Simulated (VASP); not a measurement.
# TiTe2 in VASP: single point with PBE+D4

Aim: the single point of TiTe2 with PBE+D4.

All numbers are computed with VASP 6.6.1; they aren't measurements. Logs are shortened: lines on timing, memory, paths and dates and some standing lists are left out, and cuts for length are marked.

## Step 1: The cell of the first run

The cell holds a slab with vacuum, 6 atoms: a = 3.777 Å, b = 3.777 Å, c = 23.288 Å, α = 90.00°, β = 90.00°, γ = 120.00°.

## Step 2: Single point, PBE+D4

Contents of INCAR:

```
SYSTEM = TiTe2
PREC     = Accurate       ! precision mode
ENCUT    = 400            ! plane-wave cutoff, eV
EDIFF    = 1E-6           ! SCF threshold, eV
ISMEAR   = 1              ! smearing method
SIGMA    = 0.1            ! smearing width, eV
LREAL    = .False.        ! projectors in reciprocal space
LASPH    = .True.         ! aspherical terms in the spheres
NELM     = 120            ! most SCF steps
ALGO     = Normal         ! electronic algorithm
ISIF     = 2              ! what is computed and relaxed
LWAVE    = .False.        ! write WAVECAR
LCHARG   = .False.        ! write CHGCAR
LDIPOL   = .True.       
IDIPOL   = 3            
DIPOL    = 0.5 0.5 0.490
GGA      = PE             ! functional
IVDW     = 13             ! dispersion correction
NBANDS   = 33             ! bands
GGA_COMPAT= .False.      
NELMDL   = -8
```

Contents of KPOINTS:

```
Automatic mesh
0
Gamma
  6 6 1
  0 0 0
```

Contents of POSCAR:

```
TiTe2
1.0
    3.7770000000      0.0000000000      0.0000000000
   -1.8885000000      3.2709780000      0.0000000000
    0.0000000000      0.0000000000     23.2883256000
Ti Te
2 4
Direct
    0.0000000000      0.0000000000      0.2576398193
    0.0000000000      0.0000000000      0.5366637437
    0.6666666667      0.3333333333      0.3309673066
    0.3333333333      0.6666666667      0.4633362563
    0.6666666667      0.3333333333      0.6099912310
    0.3333333333      0.6666666667      0.7423601807
```

Potentials or basis: VASP PAW PBE potentials, release 64 (Ti_sv, Te).

The run is started by

```bash
cat potpaw_PBE.64/Ti_sv/POTCAR potpaw_PBE.64/Te/POTCAR > POTCAR
mpirun -np 1 vasp_std > vasp.out
```

OUTCAR:

```text
SYSTEM = TiTe2
   PREC = Accurate
   ENCUT = 400
   EDIFF = 1E-6
   ISMEAR = 1
   LREAL = .False.
   LASPH = .True.
   NELM = 120
   ISIF = 2
   GGA = PE
   IVDW = 13
   NELMDL = -8

 ion  position               nearest neighbor table
   1  0.000  0.000  0.258-   3 2.77   3 2.77   3 2.77
   2  0.000  0.000  0.537-   5 2.77   5 2.77   4 2.77   4 2.77   5 2.77   4 2.77
   3  0.667  0.333  0.331-   1 2.77   1 2.77   1 2.77
   4  0.333  0.667  0.463-   2 2.77   2 2.77   2 2.77
   5  0.667  0.333  0.610-   2 2.77   2 2.77   2 2.77
   6  0.333  0.667  0.742-

  LATTYP: Found a hexagonal cell.
 ALAT       =     3.7770000000
 C/A-ratio  =     6.1658262113

  Lattice vectors:

 A1 = (   3.7770000000,   0.0000000000,   0.0000000000)
 A2 = (  -1.8885000000,   3.2709780000,   0.0000000000)
 A3 = (   0.0000000000,   0.0000000000,  23.2883256000)

Analysis of symmetry for initial positions (statically):
=====================================================================
 Subroutine PRICEL returns:
 Original cell was already a primitive cell.

 Routine SETGRP: Setting up the symmetry group for a
 hexagonal supercell.

 Subroutine GETGRP returns: Found  6 space group operations
 (whereof  6 operations were pure point group operations)
 out of a pool of 24 trial point group operations.

The static configuration has the point symmetry C_3v.

Analysis of symmetry for dynamics (positions and initial velocities):
=====================================================================
 Subroutine PRICEL returns:
 Original cell was already a primitive cell.

 Routine SETGRP: Setting up the symmetry group for a
 hexagonal supercell.

 Subroutine GETGRP returns: Found  6 space group operations
 (whereof  6 operations were pure point group operations)
 out of a pool of 24 trial point group operations.

The dynamic configuration has the point symmetry C_3v.

 Subroutine INISYM returns: Found  6 space group operations
 (whereof  6 operations are pure point group operations),
 and found     1 'primitive' translations

----------------------------------------------------------------------------------------

                                     Primitive cell

  volume of cell :     287.7152

  direct lattice vectors                    reciprocal lattice vectors
     3.777000000  0.000000000  0.000000000     0.264760392  0.152859481  0.000000000
    -1.888500000  3.270978000  0.000000000     0.000000000  0.305718962  0.000000000
     0.000000000  0.000000000 23.288325600     0.000000000  0.000000000  0.042939970
[... 86 lines left out ...]
   NUPDOWN=      -1.0000    fix difference up-down
   EMIN   =  10.00;   EMAX   =-10.00  energy-range for DOS
   EFERMI =   0.00;   METHOD = LEGACY
   ISMEAR =     1;   SIGMA  =   0.10  broadening in eV -4-tet -1-fermi 0-gaus
   EFERMI_NEDOS =   21; number of points for ismear=-14 and -15
   IALGO  =     38    algorithm
   IMIX   =      4    mixing-type and parameters
     AMIX     =   0.40;   BMIX     =  1.00
     AMIX_MAG =   1.60;   BMIX_MAG =  1.00
  volume/ion in A,a.u.               =      47.95       323.60
  Fermi-wavevector in a.u.,A,eV,Ry     =   0.901227  1.703072 11.050794  0.812210
  Thomas-Fermi vector in A             =   2.024282
   LORBIT       =      0    0 simple, 1 ext, 2 COOP (PROOUT), +10 PAW based schemes
   GGA     = PE    functional components
   LHFCALC =     F    Hartree Fock is set to
   AEXX    =    0.0000 exact exchange contribution
   IVDW    =    13    specifies the selected vdW correction
   LEPSILON=     F    determine dielectric tensor
   LRPA    =     F    only Hartree local field effects (RPA)
 non-spin polarized calculation
 Methfessel and Paxton  Order N= 1 SIGMA  =   0.10
  energy-cutoff  :      400.00
  volume of cell :      287.72
 maximum number of plane-waves:      5244
 NGX is ok and might be reduce to    28
   NGX = 13   NGY = 13   NGZ = 75

 dipolmoment           0.000000      0.000000     -0.068938 electrons x Angstroem

 number of electron      47.9999989 magnetization

 dipolmoment           0.000000      0.000000      0.148642 electrons x Angstroem

 Free energy of the ion-electron system (eV)
  ---------------------------------------------------
  ext. energy  EPLUGINS =         0.00000000
  ---------------------------------------------------
  free energy    TOTEN  =       -28.39020877 eV

  energy without entropy =      -28.39670594  energy(sigma->0) =      -28.39237449

 E-fermi :   1.7240     XC(G=0):  -6.4175

 val. band max:        1.7149825079   @ k =   0.1667   0.0000   0.0000
 cond. band min:       1.7268983065   @ k =   0.5000   0.0000   0.0000
 fundamental gap:      0.0119157987
 Fermi energy:         1.7239699279

 k-point     1 :       0.0000    0.0000    0.0000
  band No.  band energies     occupation
      1     -55.8396      2.00000
      2     -55.4904      2.00000
      3     -32.2286      2.00000
      4     -32.0268      2.00000
      5     -32.0268      2.00000
      6     -31.7445      2.00000
[... 241 lines left out ...]
     32       3.7727      0.00000
     33       4.5139      0.00000

------------------------ aborting loop because EDIFF is reached ----------------------------------------

 vacuum level on the upper side and lower side of the slab       (xc-potential included)         0.828        -1.464

  DFT-D4 for vdW energy calculation

  Edisp (eV):   -2.20641

  FORCE on cell =-STRESS in cart. coord.  units (eV):
  Direction    XX          YY          ZZ          XY          YZ          ZX
  --------------------------------------------------------------------------------------
  -------------------------------------------------------------------------------------
  Total      -6.72550    -6.72550    -3.55489    -0.00000    -0.00000    -0.00000
  in kB     -37.45178   -37.45179   -19.79583    -0.00000    -0.00000    -0.00000
  external pressure =      -31.57 kB  Pullay stress =        0.00 kB

 VOLUME and BASIS-vectors are now :
 -----------------------------------------------------------------------------
  energy-cutoff  :      400.00
  volume of cell :      287.72
      direct lattice vectors                 reciprocal lattice vectors
     3.777000000  0.000000000  0.000000000     0.264760392  0.152859481  0.000000000
    -1.888500000  3.270978000  0.000000000     0.000000000  0.305718962  0.000000000
     0.000000000  0.000000000 23.288325600     0.000000000  0.000000000  0.042939970

 POSITION                                       TOTAL-FORCE (eV/Angst)
 -----------------------------------------------------------------------------------
      0.00000      0.00000      6.00000         0.000000     -0.000000      0.995069
      0.00000      0.00000     12.49800        -0.000000     -0.000000      0.157060
      1.88850      1.09033      7.70767         0.000000      0.000000     -0.874332
     -0.00000      2.18065     10.79033         0.000000     -0.000000     -0.069066
      1.88850      1.09033     14.20567        -0.000000      0.000000      0.056080
     -0.00000      2.18065     17.28833        -0.000000     -0.000000     -0.264811
 -----------------------------------------------------------------------------------
    total drift:                                0.000000     -0.000000      0.002380

  FREE ENERGIE OF THE ION-ELECTRON SYSTEM (eV)
  ---------------------------------------------------
  free  energy   TOTEN  =       -30.5966233310 eV

  energy  without entropy=      -30.6031204998  energy(sigma->0) =      -30.59878905

 vacuum level on the upper side and lower side of the slab         7.325         4.995
```

Wall time 2.6 min (1 thread of Intel Xeon Platinum 8488C (Sapphire Rapids), shared host); peak memory 0.34 GiB.

Results:

| Item | Value |
| --- | --- |
| Free energy | -30.5966 eV |
| Largest force | 0.995 eV/Å |
| Band gap on the k mesh | zero (band 24 reaches 2.36 eV, above the bottom of band 25 at 1.65 eV) |
| Dispersion energy per atom | -0.368 eV |

Forces in eV/Å, atoms in the order of the input:
```
Ti   0.000  0.000  0.995
Ti   0.000  0.000  0.157
Te   0.000  0.000 -0.874
Te   0.000  0.000 -0.069
Te   0.000  0.000  0.056
Te   0.000  0.000 -0.265
```

Caveat: spin-orbit coupling is left out, which moves the levels of the heavy elements.
